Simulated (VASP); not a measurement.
# Mo (P1) in VASP: a series of runs

Mo is run at these levels: PBE; tasks: single point.

Program: VASP 6.6.1. These are calculated values, not measurements. Logs are shortened: lines on timing, memory, paths and dates and some standing lists are left out, and cuts for length are marked.

## 1. The cell of the first run

The typed cell holds 4 atoms: a = 5.450 Å, b = 5.450 Å, c = 2.725 Å, α = 109.47°, β = 109.47°, γ = 109.47°.

## 2. Single point, PBE

INCAR

```
SYSTEM = Mo
PREC = Accurate
ENCUT = 520
EDIFF = 1E-6
ISMEAR = -1
SIGMA = 0.08
LREAL = .False.
LASPH = .True.
NELM = 80
ALGO = Normal
ISIF = 2
LWAVE = .False.
LCHARG = .False.
GGA = PE
NBANDS = 36
```

KPOINTS

```
regular mesh
0
Gamma
  4 4 8
  0 0 0
```

POSCAR

```
Mo
1.0
   -3.1468300000      3.1468300000      3.1468300000
    3.1468300000     -3.1468300000      3.1468300000
    1.5734150000      1.5734150000     -1.5734150000
Mo
4
Direct
    0.0142649905      0.0021418380      0.0218737587
   -0.0073367484      0.4961434205     -0.0114912467
    0.5049235262      0.0007868236     -0.0083159878
    0.4935050511      0.5049476775     -0.0058941856
```

Potentials or basis: VASP PAW PBE potentials, release 64 (Mo_sv).

Started as:

```
$ cat potpaw_PBE.64/Mo_sv/POTCAR > POTCAR
$ mpirun -np 1 vasp_std > vasp.out
```

OUTCAR:

```text
SYSTEM = Mo
   PREC = Accurate
   ENCUT = 520
   EDIFF = 1E-6
   ISMEAR = -1
   LREAL = .False.
   LASPH = .True.
   NELM = 80
   ISIF = 2
   GGA = PE

 ion  position               nearest neighbor table
   1  0.014  0.002  0.022-   4 2.67   2 2.69   3 2.71   3 2.75   2 2.76   4 2.79   3 3.07   4 3.14
                             2 3.15   2 3.15   4 3.16   3 3.22
   2  0.993  0.496  0.989-   1 2.69   3 2.69   4 2.71   4 2.74   3 2.76   1 2.76   3 3.10   4 3.13
                             1 3.15   1 3.15   4 3.16   3 3.20
   3  0.505  0.001  0.992-   4 2.68   2 2.69   1 2.71   1 2.75   2 2.76   4 2.77   1 3.07   4 3.09
                             2 3.10   2 3.20   4 3.20   1 3.22
   4  0.494  0.505  0.994-   1 2.67   3 2.68   2 2.71   2 2.74   3 2.77   1 2.79   3 3.09   2 3.13
                             1 3.14   1 3.16   2 3.16   3 3.20

  LATTYP: Found a trigonal (rhomboedric) cell.
 ALAT       =     5.2184271945
 COS(alpha) =    -0.4545454545

  Lattice vectors:

 A1 = (  -1.5734150000,  -1.5734150000,  -4.7202450000)
 A2 = (  -1.5734150000,   4.7202450000,   1.5734150000)
 A3 = (   4.7202450000,  -1.5734150000,   1.5734150000)

Analysis of symmetry for initial positions (statically):
=====================================================================
 Subroutine PRICEL returns:
 Original cell was already a primitive cell.

 Routine SETGRP: Setting up the symmetry group for a
 trigonal (rhombohedral) supercell.

 Subroutine GETGRP returns: Found  1 space group operations
 (whereof  1 operations were pure point group operations)
 out of a pool of 12 trial point group operations.

The static configuration has the point symmetry C_1 .

Analysis of symmetry for dynamics (positions and initial velocities):
=====================================================================
 Subroutine PRICEL returns:
 Original cell was already a primitive cell.

 Routine SETGRP: Setting up the symmetry group for a
 trigonal (rhombohedral) supercell.

 Subroutine GETGRP returns: Found  1 space group operations
 (whereof  1 operations were pure point group operations)
 out of a pool of 12 trial point group operations.

The dynamic configuration has the point symmetry C_1 .

 Subroutine INISYM returns: Found  1 space group operations
 (whereof  1 operations are pure point group operations),
 and found     1 'primitive' translations

----------------------------------------------------------------------------------------

                                     Primitive cell

  volume of cell :      62.3232

  direct lattice vectors                    reciprocal lattice vectors
    -3.146830000  3.146830000  3.146830000     0.000000000  0.158890058  0.158890058
     3.146830000 -3.146830000  3.146830000     0.158890058  0.000000000  0.158890058
     1.573415000  1.573415000 -1.573415000     0.317780115  0.317780115  0.000000000

  length of vectors
     5.450469443  5.450469443  2.725234721     0.224704474  0.224704474  0.449408949

  position of ions in fractional coordinates (direct lattice)
     0.014264991  0.002141838  0.021873759
     0.992663252  0.496143420  0.988508753
     0.504923526  0.000786824  0.991684012
     0.493505051  0.504947677  0.994105814

  ion indices of the primitive-cell ions
   primitive index   ion index
                 1           1
                 2           2
                 3           3
                 4           4

----------------------------------------------------------------------------------------

 KPOINTS: regular mesh

Automatic generation of k-mesh.
 Grid dimensions read from file:
 generate k-points for:    4    4    8

 Generating k-lattice:

  Cartesian coordinates                     Fractional coordinates (reciprocal lattice)
     0.000000000  0.039722514  0.039722514     0.250000000  0.000000000  0.000000000
     0.039722514  0.000000000  0.039722514     0.000000000  0.250000000  0.000000000
     0.039722514  0.039722514  0.000000000     0.000000000  0.000000000  0.125000000

  Length of vectors
     0.056176119  0.056176119  0.056176119

  Shift w.r.t. Gamma in fractional coordinates (k-lattice)
     0.000000000  0.000000000  0.000000000

 -----------------------------------------------------------------------------
|                                                                             |
|           W    W    AA    RRRRR   N    N  II  N    N   GGGG   !!!           |
|           W    W   A  A   R    R  NN   N  II  NN   N  G    G  !!!           |
|           W    W  A    A  R    R  N N  N  II  N N  N  G       !!!           |
|           W WW W  AAAAAA  RRRRR   N  N N  II  N  N N  G  GGG   !            |
|           WW  WW  A    A  R   R   N   NN  II  N   NN  G    G                |
|           W    W  A    A  R    R  N    N  II  N    N   GGGG   !!!           |
|                                                                             |
|     Your reciprocal lattice and k-lattice belong to different lattice       |
|     classes:                                                                |
|                                                                             |
|        The reciprocal lattice is rhombohedral (trigonal),                   |
|        whereas your k-lattice is face-centered cubic.                       |
|                                                                             |
|     Results are often still useful ...                                      |
|                                                                             |
 -----------------------------------------------------------------------------

 Subroutine IBZKPT returns following result:
 ===========================================

 Found     68 irreducible k-points:

 Following reciprocal coordinates:
            Coordinates               Weight
  0.000000  0.000000  0.000000      1.000000
  0.250000  0.000000  0.000000      2.000000
 -0.250000  0.250000  0.000000      2.000000
  0.000000 -0.250000  0.000000      2.000000
  0.500000  0.000000  0.000000      1.000000
  0.500000  0.500000  0.000000      1.000000
[... 16 lines left out ...]
  0.250000 -0.250000  0.125000      2.000000
  0.500000  0.500000  0.125000      2.000000
 [... further k-points ...]
   k-points           NKPTS =     68   k-points in BZ     NKDIM =     68   number of bands    NBANDS=     36
   number of dos      NEDOS =    301   number of ions     NIONS =      4
   total plane-waves  NPLWV =  35280
   dimension x,y,z NGX =    42 NGY =   42 NGZ =   20
   dimension x,y,z NGXF=    84 NGYF=   84 NGZF=   40
   ions per type =               4
   NGX,Y,Z   is equivalent  to a cutoff of  12.81, 12.81, 12.20 a.u.
   NGXF,Y,Z  is equivalent  to a cutoff of  25.62, 25.62, 24.40 a.u.
 SYSTEM =  Mo
   PREC   = accura    normal or accurate (medium, high low for compatibility)
   ISTART =      0    job   : 0-new  1-cont  2-samecut
   ICHARG =      2    charge: 1-file 2-atom 10-const
   ISPIN  =      1    spin polarized calculation?
   LNONCOLLINEAR =      F non collinear calculations
   LSORBIT =      F    spin-orbit coupling
   LASPH  =      T    aspherical Exc in radial PAW
   ENCUT  =  520.0 eV  38.22 Ry    6.18 a.u.  10.13 10.13  5.07*2*pi/ulx,y,z
   NELM   =     80;   NELMIN=  2; NELMDL= -5     # of ELM steps
   EDIFF  = 0.1E-05   stopping-criterion for ELM
   LREAL  =      F    real-space projection
   EDIFFG = 0.1E-04   stopping-criterion for IOM
   NSW    =      0    number of steps for IOM
   IBRION =     -1    ionic relax: 0-MD 1-quasi-New 2-CG
   NFREE  =      0    steps in history (QN), initial steepest desc. (CG)
   ISIF   =      2    stress and relaxation
   ISYM   =      2    0-nonsym 1-usesym 2-fastsym
   POTIM  = 0.5000    time-step for ionic-motion
   TEBEG  =    0.0;   TEEND  =   0.0 temperature during run
   PSTRESS=    0.0 pullay stress
   NELECT =      56.0000    total number of electrons
   NUPDOWN=      -1.0000    fix difference up-down
   EMIN   =  10.00;   EMAX   =-10.00  energy-range for DOS
   EFERMI =   0.00;   METHOD = LEGACY
   ISMEAR =    -1;   SIGMA  =   0.08  broadening in eV -4-tet -1-fermi 0-gaus
   EFERMI_NEDOS =   21; number of points for ismear=-14 and -15
   IALGO  =     38    algorithm
   IMIX   =      4    mixing-type and parameters
     AMIX     =   0.40;   BMIX     =  1.00
     AMIX_MAG =   1.60;   BMIX_MAG =  1.00
  volume/ion in A,a.u.               =      15.58       105.14
  Fermi-wavevector in a.u.,A,eV,Ry     =   1.579747  2.985289 33.954710  2.495601
  Thomas-Fermi vector in A             =   2.680079
   LORBIT       =      0    0 simple, 1 ext, 2 COOP (PROOUT), +10 PAW based schemes
   GGA     = PE    functional components
   LHFCALC =     F    Hartree Fock is set to
   AEXX    =    0.0000 exact exchange contribution
   IVDW    =     0    specifies the selected vdW correction
   LEPSILON=     F    determine dielectric tensor
   LRPA    =     F    only Hartree local field effects (RPA)
 non-spin polarized calculation
  energy-cutoff  :      520.00
  volume of cell :       62.32
 maximum number of plane-waves:      1701
 NGX is ok and might be reduce to    42
   NGX = 21   NGY = 21   NGZ = 11

 number of electron      56.0000001 magnetization

 Free energy of the ion-electron system (eV)
  ---------------------------------------------------
  ext. energy  EPLUGINS =         0.00000000
  ---------------------------------------------------
  free energy    TOTEN  =       -43.62497225 eV

  energy without entropy =      -43.55507231  energy(sigma->0) =      -43.59002228

 E-fermi :  12.5360     XC(G=0): -13.4064

 val. band max:       12.5156433501   @ k =   0.5000   0.2500  -0.1250
 cond. band min:      12.5912077233   @ k =   0.2500  -0.2500   0.2500
 fundamental gap:      0.0755643732
 Fermi energy:        12.5360233364

 k-point     1 :       0.0000    0.0000    0.0000
  band No.  band energies     occupation
      1     -48.6271      2.00000
      2     -48.3582      2.00000
      3     -48.3571      2.00000
      4     -48.3536      2.00000
      5     -23.3069      2.00000
      6     -23.3016      2.00000
[... 28 lines left out ...]
     35      14.9729      0.00000
     36      15.0061      0.00000

 k-point     2 :       0.2500    0.0000    0.0000
  band No.  band energies     occupation
      1     -48.5887      2.00000
      2     -48.3983      2.00000
      3     -48.3590      2.00000
      4     -48.3519      2.00000
      5     -23.2046      2.00000
      6     -23.1885      2.00000
[... 850 lines left out ...]
 k-point    24 :       0.5000    0.5000    0.1250
  band No.  band energies     occupation
      1     -48.4637      2.00000
      2     -48.4605      2.00000
      3     -48.3718      2.00000
      4     -48.3383      2.00000
      5     -22.9475      2.00000
      6     -22.8902      2.00000
[... 28 lines left out ...]
     35      14.9368      0.00000
     36      15.0529      0.00000

 [... further k-points ...]
[... 5 lines left out ...]
  --------------------------------------------------------------------------------------
  -------------------------------------------------------------------------------------
  Total        1.8131127      1.9215324      1.7874596     -0.0218418      0.0328850      0.0530151
  in kB       46.6106913     49.3978959     45.9512114     -0.5614989      0.8453928      1.3628894
  external PRESSURE =      47.3199329 kB  Pullay stress =       0.0000000 kB

 VOLUME and BASIS-vectors are now :
 -----------------------------------------------------------------------------
  energy-cutoff  :      520.00
  volume of cell :       62.32
      direct lattice vectors                 reciprocal lattice vectors
    -3.146830000  3.146830000  3.146830000     0.000000000  0.158890058  0.158890058
     3.146830000 -3.146830000  3.146830000     0.158890058  0.000000000  0.158890058
     1.573415000  1.573415000 -1.573415000     0.317780115  0.317780115  0.000000000

 POSITION                                       TOTAL-FORCE (eV/Angst)
 -----------------------------------------------------------------------------------
     -0.00373      0.07257      0.01721        -0.025093     -0.724043     -0.192491
     -0.00713      3.11780      3.12969         0.047884     -0.008715      0.245767
     -0.02610      3.14676      0.03105         0.304800      0.366361     -0.225265
      1.60015      1.52813      1.57782        -0.327592      0.366398      0.171989
 -----------------------------------------------------------------------------------
    total drift:                                0.000145     -0.000005     -0.000124

  FREE ENERGIE OF THE ION-ELECTRON SYSTEM (eV)
  ---------------------------------------------------
  free  energy   TOTEN  =       -43.6249722542 eV

  energy  without entropy=      -43.5550723149  energy(sigma->0) =      -43.59002228
```

It took 84 s on 1 thread of AMD EPYC 9R45 (Zen 5), shared host; peak memory 0.21 GiB.

Results:

| Item | Value |
| --- | --- |
| Free energy | -43.6250 eV |
| Pressure | 4.7 GPa |
| Largest force | 0.750 eV/Å |
| Band gap on the k mesh | zero (bands 28 and 29 overlap by 2.26 eV) |

Forces on the atoms (eV/Å):
```
Mo  -0.025 -0.724 -0.192
Mo   0.048 -0.009  0.246
Mo   0.305  0.366 -0.225
Mo  -0.328  0.366  0.172
```

Stress tensor (GPa, compression positive):
```
 4.66 -0.06  0.14
-0.06  4.94  0.08
 0.14  0.08  4.60
```

Levels at points of the mesh, in eV from the Fermi level:
```
           k point  band 25  band 26  band 27  band 28  band 29  band 30  band 31  band 32
(0.00, 0.00, 0.00)    -1.26    -1.23     1.69     1.70     1.74     1.75     1.79     1.80
(0.50, 0.00, 0.00)    -1.81    -1.66    -1.39    -1.22     1.05     1.11     1.21     1.24
(0.50, 0.50, 0.00)    -1.82    -1.62    -1.39    -1.24     1.08     1.14     1.17     1.23
(0.00, 0.50, 0.00)    -1.70    -1.59    -1.47    -1.38     1.13     1.16     1.21     1.26
(0.00, 0.00, 0.50)     1.72     1.73     1.73     1.76     1.81     1.82     2.42     2.43
(0.50, 0.00, 0.50)    -1.64    -1.57    -0.76    -0.58     0.38     0.45     1.24     1.63
(0.50, 0.50, 0.50)    -1.63    -1.57    -0.68    -0.66     0.40     0.43     1.26     1.61
(0.00, 0.50, 0.50)    -1.70    -1.53    -0.73    -0.69     0.50     0.52     1.21     1.68
```

Caveat: the cell stands under pressure.

## 3. Single point, PBE

INCAR

```
PREC = Accurate ; ENCUT = 520
EDIFF = 1E-6 ; ISMEAR = -1
SIGMA = 0.08 ; LREAL = F
LASPH = T ; NELM = 80
ALGO = Normal ; ISIF = 2
LWAVE = F ; LCHARG = T
GGA = PE ; LELF = T
LVHAR = T ; NBANDS = 36
```

KPOINTS

```
regular mesh
0
Gamma
  4 4 8
```

POSCAR

```
Mo
1.0
   -3.1468300000      3.1468300000      3.1468300000
    3.1468300000     -3.1468300000      3.1468300000
    1.5734150000      1.5734150000     -1.5734150000
Mo
4
Direct
    0.0142645138      0.0021418380      0.0218728053
   -0.0073364306      0.4961435794     -0.0114909290
    0.5049232084      0.0007868236     -0.0083159878
    0.4935053689      0.5049475186     -0.0058938678
```

Potentials or basis: VASP PAW PBE potentials, release 64 (Mo_sv).

Started as:

```
$ cat potpaw_PBE.64/Mo_sv/POTCAR > POTCAR
$ mpirun -np 1 vasp_std > vasp.out
```

It took 89 s on 1 thread of AMD EPYC 9R45 (Zen 5), shared host; peak memory 0.21 GiB.

Results (log left out):

```
Free energy            : -43.6250 eV
Pressure               : 4.7 GPa
Largest force          : 0.750 eV/Å
Band gap on the k mesh : zero (bands 28 and 29 overlap by 2.26 eV)
```

Forces on the atoms (eV/Å):
```
Mo  -0.025 -0.724 -0.192
Mo   0.048 -0.009  0.246
Mo   0.305  0.366 -0.225
Mo  -0.328  0.366  0.172
```

Stress tensor (GPa, compression positive):
```
 4.66 -0.06  0.14
-0.06  4.94  0.08
 0.14  0.08  4.60
```

Levels at points of the mesh, in eV from the Fermi level:
```csv
k point,band 24,band 25,band 26,band 27,band 28,band 29,band 30,band 31,band 32,band 33
"(0.00, 0.00, 0.00)",-1.28,-1.26,-1.23,1.69,1.70,1.74,1.75,1.79,1.80,1.82
"(0.50, 0.00, 0.00)",-2.35,-1.81,-1.66,-1.39,-1.22,1.05,1.11,1.21,1.24,1.37
"(0.50, 0.50, 0.00)",-2.39,-1.82,-1.62,-1.39,-1.24,1.08,1.14,1.17,1.23,1.38
"(0.00, 0.50, 0.00)",-2.38,-1.70,-1.59,-1.47,-1.38,1.13,1.16,1.21,1.26,1.39
"(0.00, 0.00, 0.50)",-3.27,1.72,1.73,1.73,1.76,1.81,1.82,2.42,2.43,2.44
"(0.50, 0.00, 0.50)",-2.77,-1.64,-1.57,-0.76,-0.58,0.38,0.45,1.24,1.63,2.59
"(0.50, 0.50, 0.50)",-2.79,-1.63,-1.57,-0.68,-0.66,0.40,0.43,1.26,1.61,2.59
"(0.00, 0.50, 0.50)",-2.76,-1.70,-1.53,-0.73,-0.69,0.50,0.52,1.21,1.68,2.47
```

Caveat: the cell stands under pressure.
